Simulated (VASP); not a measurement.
# PbF2 (R-3m) in VASP: notebook

The runs below take PbF2 through single point, with PBE.

Everything below comes from runs of VASP 6.6.1. Logs are shortened: lines on timing, memory, paths and dates and some standing lists are left out, and cuts for length are marked.

## Step 1: The cell of the first run

The structure is trigonal, space group R-3m (No. 166). Conventional cell: a = 4.233 Å, b = 4.233 Å, c = 9.751 Å, α = 90.00°, β = 90.00°, γ = 120.00°. Within 3.3 Å of Pb (site symmetry -3m) lie 8 F at 2.51 to 2.55 Å. Within 3.3 Å of F (site symmetry 3m) lie 4 Pb at 2.51 to 2.55 Å and 6 F at 2.86 to 3.01 Å.

## Step 2: Single point, PBE (strained and its atoms moved)

Input file INCAR:

```
ALGO = Normal ; EDIFF = 1E-6
ENCUT = 520 ; GGA = PE
ISIF = 2 ; ISMEAR = 0
LASPH = T ; LCHARG = F
LREAL = F ; LWAVE = F
NBANDS = 21 ; NELM = 60
PREC = Accurate ; SIGMA = 0.02
```

Input file KPOINTS:

```
k-points
0
Gamma
  8 8 8
```

Input file POSCAR:

```
PbF2
1.0
   -0.1187940000      2.8743990210      2.8743990210
    2.8743990210     -0.1187940000      2.8743990210
    2.8743990210      2.8743990210     -0.1187940000
Pb F
1 2
Direct
    0.0000000000      0.0000000000      0.0000000000
    0.2571428535      0.2571428535      0.2571428535
    0.7428571465      0.7428571465      0.7428571465
```

Potentials or basis: VASP PAW PBE potentials, release 64 (Pb_d, F).

On the command line:

```sh
$ cat potpaw_PBE.64/Pb_d/POTCAR potpaw_PBE.64/F/POTCAR > POTCAR
$ mpirun -np 1 vasp_std > vasp.out
```

OUTCAR:

```text
EDIFF = 1E-6
   ENCUT = 520
   GGA = PE
   ISIF = 2
   ISMEAR = 0
   LASPH = T
   LREAL = F
   NELM = 60
   PREC = Accurate

 ion  position               nearest neighbor table
   1  0.000  0.000  0.000-   2 2.51   3 2.51   3 2.55   2 2.55   3 2.55   3 2.55   2 2.55   2 2.55

   2  0.257  0.257  0.257-   1 2.51   1 2.55   1 2.55   1 2.55
   3  0.743  0.743  0.743-   1 2.51   1 2.55   1 2.55   1 2.55

  LATTYP: Found a trigonal (rhomboedric) cell.
 ALAT       =     4.0667494979
 COS(alpha) =     0.4582803310

  Lattice vectors:

 A1 = (  -0.1187940000,   2.8743990210,   2.8743990210)
 A2 = (   2.8743990210,  -0.1187940000,   2.8743990210)
 A3 = (   2.8743990210,   2.8743990210,  -0.1187940000)

Analysis of symmetry for initial positions (statically):
=====================================================================
 Subroutine PRICEL returns:
 Original cell was already a primitive cell.

 Routine SETGRP: Setting up the symmetry group for a
 trigonal (rhombohedral) supercell.

 Subroutine GETGRP returns: Found 12 space group operations
 (whereof 12 operations were pure point group operations)
 out of a pool of 12 trial point group operations.

The static configuration has the point symmetry D_3d.

Analysis of symmetry for dynamics (positions and initial velocities):
=====================================================================
 Subroutine PRICEL returns:
 Original cell was already a primitive cell.

 Routine SETGRP: Setting up the symmetry group for a
 trigonal (rhombohedral) supercell.

 Subroutine GETGRP returns: Found 12 space group operations
 (whereof 12 operations were pure point group operations)
 out of a pool of 12 trial point group operations.

The dynamic configuration has the point symmetry D_3d.

 Subroutine INISYM returns: Found 12 space group operations
 (whereof 12 operations are pure point group operations),
 and found     1 'primitive' translations

----------------------------------------------------------------------------------------

                                     Primitive cell

  volume of cell :      50.4404

  direct lattice vectors                    reciprocal lattice vectors
[... 78 lines left out ...]
   NGXF,Y,Z  is equivalent  to a cutoff of  24.53, 24.53, 24.53 a.u.
 SYSTEM =  unknown system
   PREC   = accura    normal or accurate (medium, high low for compatibility)
   ISTART =      0    job   : 0-new  1-cont  2-samecut
   ICHARG =      2    charge: 1-file 2-atom 10-const
   ISPIN  =      1    spin polarized calculation?
   LNONCOLLINEAR =      F non collinear calculations
   LSORBIT =      F    spin-orbit coupling
   LASPH  =      T    aspherical Exc in radial PAW
   ENCUT  =  520.0 eV  38.22 Ry    6.18 a.u.   7.56  7.56  7.56*2*pi/ulx,y,z
   NELM   =     60;   NELMIN=  2; NELMDL= -5     # of ELM steps
   EDIFF  = 0.1E-05   stopping-criterion for ELM
   LREAL  =      F    real-space projection
   EDIFFG = 0.1E-04   stopping-criterion for IOM
   NSW    =      0    number of steps for IOM
   IBRION =     -1    ionic relax: 0-MD 1-quasi-New 2-CG
   NFREE  =      0    steps in history (QN), initial steepest desc. (CG)
   ISIF   =      2    stress and relaxation
   ISYM   =      2    0-nonsym 1-usesym 2-fastsym
   POTIM  = 0.5000    time-step for ionic-motion
   TEBEG  =    0.0;   TEEND  =   0.0 temperature during run
   PSTRESS=    0.0 pullay stress
   NELECT =      28.0000    total number of electrons
   NUPDOWN=      -1.0000    fix difference up-down
   EMIN   =  10.00;   EMAX   =-10.00  energy-range for DOS
   EFERMI =   0.00;   METHOD = LEGACY
   ISMEAR =     0;   SIGMA  =   0.02  broadening in eV -4-tet -1-fermi 0-gaus
   EFERMI_NEDOS =   21; number of points for ismear=-14 and -15
   IALGO  =     38    algorithm
   IMIX   =      4    mixing-type and parameters
     AMIX     =   0.40;   BMIX     =  1.00
     AMIX_MAG =   1.60;   BMIX_MAG =  1.00
  volume/ion in A,a.u.               =      16.81       113.46
  Fermi-wavevector in a.u.,A,eV,Ry     =   1.345452  2.542535 24.629816  1.810240
  Thomas-Fermi vector in A             =   2.473364
   LORBIT       =      0    0 simple, 1 ext, 2 COOP (PROOUT), +10 PAW based schemes
   GGA     = PE    functional components
   LHFCALC =     F    Hartree Fock is set to
   AEXX    =    0.0000 exact exchange contribution
   IVDW    =     0    specifies the selected vdW correction
   LEPSILON=     F    determine dielectric tensor
   LRPA    =     F    only Hartree local field effects (RPA)
 non-spin polarized calculation
 Gauss-broadening in eV      SIGMA  =   0.02
  energy-cutoff  :      520.00
  volume of cell :       50.44
 maximum number of plane-waves:      1376
   NGX = 15   NGY = 15   NGZ = 15

 number of electron      28.0000002 magnetization

 Free energy of the ion-electron system (eV)
  ---------------------------------------------------
  ext. energy  EPLUGINS =         0.00000000
  ---------------------------------------------------
  free energy    TOTEN  =       -14.27551518 eV

  energy without entropy =      -14.27551518  energy(sigma->0) =      -14.27551518

 E-fermi :   2.3664     XC(G=0):  -9.5703

 val. band max:        2.2754627842   @ k =  -0.2500   0.5000   0.2500
 cond. band min:       6.6697467130   @ k =   0.5000   0.5000  -0.0000
 fundamental gap:      4.3942839288
 Fermi energy:         2.3663501421

 k-point     1 :       0.0000    0.0000    0.0000
  band No.  band energies     occupation
      1     -19.0659      2.00000
      2     -18.3859      2.00000
      3     -12.2113      2.00000
      4     -12.2113      2.00000
      5     -12.2039      2.00000
      6     -12.1362      2.00000
[... 565 lines left out ...]
     20      17.3728      0.00000
     21      18.9507      0.00000

 [... further k-points ...]
[... 5 lines left out ...]
  --------------------------------------------------------------------------------------
  -------------------------------------------------------------------------------------
  Total        1.5822378      1.5822378      1.5822378      0.2049289      0.2049289      0.2049289
  in kB       50.2578836     50.2578836     50.2578836      6.5093194      6.5093194      6.5093194
  external PRESSURE =      50.2578836 kB  Pullay stress =       0.0000000 kB

 VOLUME and BASIS-vectors are now :
 -----------------------------------------------------------------------------
  energy-cutoff  :      520.00
  volume of cell :       50.44
      direct lattice vectors                 reciprocal lattice vectors
    -0.118794000  2.874399021  2.874399021    -0.163521001  0.170570383  0.170570383
     2.874399021 -0.118794000  2.874399021     0.170570383 -0.163521001  0.170570383
     2.874399021  2.874399021 -0.118794000     0.170570383  0.170570383 -0.163521001

 POSITION                                       TOTAL-FORCE (eV/Angst)
 -----------------------------------------------------------------------------------
      0.00000      0.00000      0.00000        -0.000000      0.000000      0.000000
      1.44772      1.44772      1.44772        -0.030682     -0.030682     -0.030682
      4.18229      4.18229      4.18229         0.030682      0.030682      0.030682
 -----------------------------------------------------------------------------------
    total drift:                               -0.000000     -0.000000      0.000000

  FREE ENERGIE OF THE ION-ELECTRON SYSTEM (eV)
  ---------------------------------------------------
  free  energy   TOTEN  =       -14.2755151831 eV

  energy  without entropy=      -14.2755151831  energy(sigma->0) =      -14.27551518
```

OSZICAR:

```text
N       E                     dE             d eps       ncg     rms          rms(c)
DAV:   1     0.302337533639E+03    0.30234E+03   -0.14802E+04  2743   0.154E+03
DAV:   2     0.115337293571E+02   -0.29080E+03   -0.27304E+03  2923   0.429E+02
DAV:   3    -0.153567139076E+02   -0.26890E+02   -0.26555E+02  3208   0.140E+02
DAV:   4    -0.161328956466E+02   -0.77618E+00   -0.77565E+00  3177   0.250E+01
DAV:   5    -0.161589329946E+02   -0.26037E-01   -0.26036E-01  3430   0.477E+00    0.795E+00
DAV:   6    -0.142754217463E+02    0.18835E+01   -0.84877E+00  3724   0.233E+01    0.257E+00
DAV:   7    -0.142786832742E+02   -0.32615E-02   -0.43440E-01  2915   0.405E+00    0.154E+00
DAV:   8    -0.142781798398E+02    0.50343E-03   -0.99582E-02  2945   0.353E+00    0.559E-01
DAV:   9    -0.142744243233E+02    0.37555E-02   -0.19376E-02  3711   0.110E+00    0.101E-01
DAV:  10    -0.142754989992E+02   -0.10747E-02   -0.13962E-03  2835   0.275E-01    0.303E-02
DAV:  11    -0.142755076942E+02   -0.86950E-05   -0.10024E-04  3211   0.855E-02    0.901E-03
DAV:  12    -0.142755151034E+02   -0.74092E-05   -0.15463E-05  2880   0.294E-02    0.249E-03
DAV:  13    -0.142755151831E+02   -0.79723E-07   -0.96793E-07  3134   0.788E-03
   1 F= -.14275515E+02 E0= -.14275515E+02  d E =-.142141E-12
```

Run time: 1.8 min. Hardware: 1 thread of AMD EPYC 7R13 (Zen 3), shared host; peak memory 0.18 GiB.

What came out:

- Free energy: -14.2755 eV
- Pressure: 5.0 GPa
- Largest force: 0.053 eV/Å
- Band gap on the k mesh: 4.39 eV, indirect (least direct gap 4.55 eV)

Forces on the atoms (eV/Å):
```
Pb   0.000  0.000  0.000
F   -0.031 -0.031 -0.031
F    0.031  0.031  0.031
```

Caveat: the cell differs from its parent crystal (strained and its atoms moved); spin-orbit coupling is left out, which moves the levels of the heavy elements. A k mesh can miss the band edges.

## Step 3: Single point, PBE (strained and its atoms moved)

Input file INCAR:

```
PREC = Accurate ; ENCUT = 520
EDIFF = 1E-6 ; ISMEAR = 0
SIGMA = 0.02 ; LREAL = F
LASPH = T ; NELM = 100
ALGO = Normal ; ISIF = 2
LWAVE = F ; LCHARG = F
GGA = PE ; NBANDS = 21
```

Input file KPOINTS:

```
regular mesh
0
Gamma
  8 8 8
```

Input file POSCAR:

```
PbF2
1.0
    0.1187940000      2.9573469315      2.9573469315
    3.0761409315      0.0000000000      3.0761409315
    3.0761409315      3.0761409315      0.0000000000
Pb F
1 2
Direct
    0.0000000000      0.0000000000      0.0000000000
    0.2142857326      0.2619047558      0.2619047558
    0.7857142674      0.7380952442      0.7380952442
```

Potentials or basis: VASP PAW PBE potentials, release 64 (Pb_d, F).

On the command line:

```sh
$ cat potpaw_PBE.64/Pb_d/POTCAR potpaw_PBE.64/F/POTCAR > POTCAR
$ mpirun -np 1 vasp_std > vasp.out
```

It took 2.3 min on 1 thread of AMD EPYC 7R13 (Zen 3), shared host; peak memory 0.18 GiB.

Results (log left out):

| Property | Result |
| --- | --- |
| Free energy | -14.3095 eV |
| Pressure | -1.4 GPa |
| Largest force | 0.283 eV/Å |
| Band gap on the k mesh | 4.30 eV, indirect (least direct gap 4.51 eV) |

Forces in eV/Å, atoms in the order of the input:
```
Pb   0.000  0.000  0.000
F   -0.163  0.163  0.163
F    0.163 -0.163 -0.163
```

Stress tensor (GPa, compression positive):
```
-1.36 -0.11 -0.11
-0.11 -1.36  0.11
-0.11  0.11 -1.36
```

Levels at points of the mesh, in eV from the valence-band top:
| k point | band 12 | band 13 | band 14 | band 15 | band 16 | band 17 |
| --- | --- | --- | --- | --- | --- | --- |
| (0.00, 0.00, 0.00) | -1.71 | -1.71 | -1.68 | 6.61 | 6.61 | 6.80 |
| (0.50, 0.00, 0.00) | -2.02 | -2.02 | -0.26 | 5.01 | 7.31 | 7.31 |
| (0.00, 0.50, 0.00) | -1.93 | -1.69 | 0.00 | 4.87 | 7.30 | 7.64 |
| (0.50, 0.50, 0.00) | -1.31 | -1.29 | -0.21 | 4.30 | 7.53 | 7.67 |

Caveat: the cell differs from its parent crystal (strained and its atoms moved); spin-orbit coupling is left out, which moves the levels of the heavy elements. A k mesh can miss the band edges.
